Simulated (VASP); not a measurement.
# NaCl (P6_3/mmc) in VASP: a series of runs, part 2 of 2

VASP 6.6.1. The steps go on from the part before.

### Step 3. Relaxation of cell and atoms, PBEsol

This run uses another cell than the first one, of 21.37 Å³/atom, 0.796 times its volume.

File INCAR:

```
ALGO     = Normal         # electronic algorithm
EDIFF    = 1E-7           # SCF threshold, eV
EDIFFG   = -0.01          # ionic threshold
ENCUT    = 600            # plane-wave cutoff, eV
GGA      = PS             # functional
IBRION   = 2              # ionic algorithm
ISIF     = 3              # what is computed and relaxed
ISMEAR   = -1             # smearing method
LASPH    = T              # aspherical terms in the spheres
LCHARG   = F              # write CHGCAR
LREAL    = F              # projectors in reciprocal space
LWAVE    = F              # write WAVECAR
NELM     = 80             # most SCF steps
NSW      = 100            # ionic steps
PREC     = Accurate       # precision mode
SIGMA    = 0.03           # smearing width, eV
```

File KPOINTS:

```
k-points
0
Gamma
  6 6 4
```

File POSCAR:

```
NaCl
1.0
    4.2904087210      0.0000000000      0.0000000000
   -2.1452043605      3.7156029450      0.0000000000
    0.0000000000      0.0000000000      5.3627259000
Na Cl
2 2
Direct
    0.3333333333      0.6666666667      0.2500000000
    0.6666666667      0.3333333333      0.7500000000
    0.6666666667      0.3333333333      0.2500000000
    0.3333333333      0.6666666667      0.7500000000
```

Potentials or basis: VASP PAW PBE potentials, release 64 (Na_pv, Cl).

Started as:

```sh
> cat potpaw_PBE.64/Na_pv/POTCAR potpaw_PBE.64/Cl/POTCAR > POTCAR
> mpirun -np 1 vasp_std > vasp.out
```

OUTCAR:

```text
EDIFF = 1E-7
   EDIFFG = -0.01
   ENCUT = 600
   GGA = PS
   IBRION = 2
   ISIF = 3
   ISMEAR = -1
   LASPH = T
   LREAL = F
   NELM = 80
   NSW = 100
   PREC = Accurate

 ion  position               nearest neighbor table
   1  0.333  0.667  0.250-   3 2.48   3 2.48   3 2.48   4 2.68   4 2.68
   2  0.667  0.333  0.750-   4 2.48   4 2.48   4 2.48   3 2.68   3 2.68
   3  0.667  0.333  0.250-   1 2.48   1 2.48   1 2.48   2 2.68   2 2.68
   4  0.333  0.667  0.750-   2 2.48   2 2.48   2 2.48   1 2.68   1 2.68

  LATTYP: Found a hexagonal cell.
 ALAT       =     4.2904087210
 C/A-ratio  =     1.2499335725

  Lattice vectors:

 A1 = (   4.2904087210,   0.0000000000,   0.0000000000)
 A2 = (  -2.1452043605,   3.7156029450,   0.0000000000)
 A3 = (   0.0000000000,   0.0000000000,   5.3627259000)

Analysis of symmetry for initial positions (statically):
=====================================================================
 Subroutine PRICEL returns:
 Original cell was already a primitive cell.

 Routine SETGRP: Setting up the symmetry group for a
 hexagonal supercell.

 Subroutine GETGRP returns: Found 24 space group operations
 (whereof 12 operations were pure point group operations)
 out of a pool of 24 trial point group operations.

The static configuration has the point symmetry D_3d.
 The point group associated with its full space group is D_6h.

Analysis of symmetry for dynamics (positions and initial velocities):
=====================================================================
 Subroutine PRICEL returns:
 Original cell was already a primitive cell.

 Routine SETGRP: Setting up the symmetry group for a
 hexagonal supercell.

 Subroutine GETGRP returns: Found 24 space group operations
 (whereof 12 operations were pure point group operations)
 out of a pool of 24 trial point group operations.

The dynamic configuration has the point symmetry D_3d.
 The point group associated with its full space group is D_6h.

 Subroutine INISYM returns: Found 24 space group operations
 (whereof 12 operations are pure point group operations),
 and found     1 'primitive' translations

[... 96 lines left out ...]
   EDIFFG = -.1E-01   stopping-criterion for IOM
   NSW    =    100    number of steps for IOM
   IBRION =      2    ionic relax: 0-MD 1-quasi-New 2-CG
   NFREE  =      1    steps in history (QN), initial steepest desc. (CG)
   ISIF   =      3    stress and relaxation
   ISYM   =      2    0-nonsym 1-usesym 2-fastsym
   POTIM  = 0.5000    time-step for ionic-motion
   TEBEG  =    0.0;   TEEND  =   0.0 temperature during run
   PSTRESS=    0.0 pullay stress
   NELECT =      28.0000    total number of electrons
   NUPDOWN=      -1.0000    fix difference up-down
   EMIN   =  10.00;   EMAX   =-10.00  energy-range for DOS
   EFERMI =   0.00;   METHOD = LEGACY
   ISMEAR =    -1;   SIGMA  =   0.03  broadening in eV -4-tet -1-fermi 0-gaus
   EFERMI_NEDOS =   21; number of points for ismear=-14 and -15
   IALGO  =     38    algorithm
   IMIX   =      4    mixing-type and parameters
     AMIX     =   0.40;   BMIX     =  1.00
     AMIX_MAG =   1.60;   BMIX_MAG =  1.00
  volume/ion in A,a.u.               =      21.37       144.23
  Fermi-wavevector in a.u.,A,eV,Ry     =   1.128469  2.132497 17.326236  1.273442
  Thomas-Fermi vector in A             =   2.265159
   LORBIT       =      0    0 simple, 1 ext, 2 COOP (PROOUT), +10 PAW based schemes
   GGA     = PS    functional components
   LHFCALC =     F    Hartree Fock is set to
   AEXX    =    0.0000 exact exchange contribution
   IVDW    =     0    specifies the selected vdW correction
   LEPSILON=     F    determine dielectric tensor
   LRPA    =     F    only Hartree local field effects (RPA)
 conjugate gradient relaxation of ions
 non-spin polarized calculation
  energy-cutoff  :      600.00
  volume of cell :       85.49
 maximum number of plane-waves:      2895
 NGX is ok and might be reduce to    36
   NGX = 17   NGY = 17   NGZ = 21

--------------------------------------- Ionic step        1  -------------------------------------------

 number of electron      27.9999996 magnetization

 Free energy of the ion-electron system (eV)
  ---------------------------------------------------
  ext. energy  EPLUGINS =         0.00000000
  ---------------------------------------------------
  free energy    TOTEN  =       -13.32563998 eV

  energy without entropy =      -13.32563998  energy(sigma->0) =      -13.32563998

 E-fermi :   0.2167     XC(G=0):  -8.3344

 val. band max:       -0.3810935628   @ k =   0.0000   0.0000   0.0000
 cond. band min:       4.7889009454   @ k =   0.0000   0.0000   0.0000
 fundamental gap:      5.1699945082
 Fermi energy:         0.2166997666

 k-point     1 :       0.0000    0.0000    0.0000
  band No.  band energies     occupation
      1     -20.8531      2.00000
      2     -20.8461      2.00000
      3     -20.8461      2.00000
      4     -20.8290      2.00000
      5     -20.8290      2.00000
      6     -20.8018      2.00000
[... 657 lines left out ...]
--------------------------------------- Ionic step        7  -------------------------------------------

 number of electron      28.0000010 magnetization

 Free energy of the ion-electron system (eV)
  ---------------------------------------------------
  ext. energy  EPLUGINS =         0.00000000
  ---------------------------------------------------
  free energy    TOTEN  =       -13.80213300 eV

  energy without entropy =      -13.80213300  energy(sigma->0) =      -13.80213300

 E-fermi :  -1.1294     XC(G=0):  -7.3401

 val. band max:       -1.7225911701   @ k =   0.0000   0.0000   0.0000
 cond. band min:       3.0081205320   @ k =   0.0000   0.0000   0.0000
 fundamental gap:      4.7307117021
 Fermi energy:        -1.1293661621

 k-point     1 :       0.0000    0.0000    0.0000
  band No.  band energies     occupation
      1     -22.4361      2.00000
      2     -22.4361      2.00000
      3     -22.4356      2.00000
      4     -22.4278      2.00000
      5     -22.4278      2.00000
      6     -22.4143      2.00000
[... 461 lines left out ...]
  FREE ENERGIE OF THE ION-ELECTRON SYSTEM (eV)
  ---------------------------------------------------
  free  energy   TOTEN  =       -13.8021330031 eV

  energy  without entropy=      -13.8021330030  energy(sigma->0) =      -13.80213300

 reached required accuracy - stopping structural energy minimisation
```

OSZICAR:

```text
N       E                     dE             d eps       ncg     rms          rms(c)
DAV:   1     0.295260238468E+03    0.29526E+03   -0.15502E+04   756   0.180E+03
DAV:   2     0.139316151588E+02   -0.28133E+03   -0.27351E+03   902   0.425E+02
DAV:   3    -0.128833505533E+02   -0.26815E+02   -0.26727E+02   824   0.135E+02
[... 73 lines left out ...]
DAV:   5    -0.138021273221E+02    0.32309E-05   -0.21651E-05   878   0.512E-02    0.138E-02
DAV:   6    -0.138021319081E+02   -0.45860E-05   -0.83696E-06   764   0.246E-02    0.154E-03
DAV:   7    -0.138021326570E+02   -0.74884E-06   -0.68053E-07   882   0.575E-03    0.164E-03
DAV:   8    -0.138021330177E+02   -0.36078E-06   -0.46474E-07   592   0.426E-03    0.424E-04
DAV:   9    -0.138021330031E+02    0.14690E-07   -0.22493E-08   726   0.112E-03
   7 F= -.13802133E+02 E0= -.13802133E+02  d E =-.267441E-02
```

CONTCAR:

```text
NaCl
   1.00000000000000
     4.7222014767857328    0.0000000000000000    0.0000000000000000
    -2.3611007383928664    4.0895464406792268   -0.0000000000000000
     0.0000000000000000   -0.0000000000000000    5.5621795407964667
  Na              Cl
     2     2
Direct
     0.3333333332999970    0.6666666667000030    0.2500000000000000
     0.6666666667000030    0.3333333332999970    0.7500000000000000
     0.6666666667000030    0.3333333332999970    0.2500000000000000
     0.3333333332999970    0.6666666667000030    0.7500000000000000

  0.00000000E+00  0.00000000E+00  0.00000000E+00
  0.00000000E+00  0.00000000E+00  0.00000000E+00
  0.00000000E+00  0.00000000E+00  0.00000000E+00
  0.00000000E+00  0.00000000E+00  0.00000000E+00
```

Run time: 2.2 min. Hardware: 1 thread of Intel Xeon 6975P-C (Granite Rapids), shared host; peak memory 0.24 GiB.

What came out:

| Property | Result |
| --- | --- |
| Free energy | -13.8021 eV |
| Relaxed volume | 26.85 Å³/atom |
| Relaxed cell | a = 4.722 Å, b = 4.722 Å, c = 5.562 Å, α = 90.00°, β = 90.00°, γ = 120.00° |
| Space group after relaxing (to 0.05 Å) | P6_3/mmc (No. 194) |
| Energy gained by relaxing | 119.1 meV/atom |
| Ionic steps | 7 |
| Pressure after relaxing | 0.0 GPa |
| Band gap on the k mesh | 4.73 eV, direct |

Step by step:
```csv
step,energy change (eV),largest force (eV/Å),pressure (GPa),volume (Å³)
1,0.0000,0.0000,8.02,85.49
2,-0.4237,0.0000,1.92,99.40
3,-0.4697,0.0000,0.44,105.25
4,-0.4738,0.0000,-0.02,107.53
5,-0.4738,0.0000,-0.11,108.00
6,-0.4753,0.0000,-0.07,107.82
7,-0.4765,0.0000,0.03,107.41
```

Final structure:
```
Na Cl
1.0
     4.72220    0.00000    0.00000
    -2.36110    4.08955    0.00000
     0.00000    0.00000    5.56218
Na Cl
2 2
Direct
  0.33333 0.66667 0.25000
  0.66667 0.33333 0.75000
  0.66667 0.33333 0.25000
  0.33333 0.66667 0.75000
```

Levels at points of the mesh, in eV from the valence-band top:
```
           k point  band 10  band 11  band 12  band 13  band 14  band 15  band 16  band 17  band 18
(0.00, 0.00, 0.00)    -0.80    -0.80    -0.32    -0.32     0.00     4.73     7.61     9.70     9.70
(0.50, 0.00, 0.00)    -1.03    -1.01    -0.80    -0.53    -0.23     7.18     7.51     8.71     8.84
(0.00, 0.00, 0.50)    -0.99    -0.57    -0.57    -0.57    -0.57     6.55     6.55     9.58     9.58
(0.50, 0.00, 0.50)    -1.62    -0.66    -0.66    -0.26    -0.26     7.24     7.24     9.82     9.82
```

Caveat: the volume moved by over 15 % at a fixed basis, so the end points are rough; the PAW data sets were made with another functional, which shifts forces and pressure a little. Expect the measured gap to be larger: semilocal functionals such as PBEsol lack the derivative discontinuity.
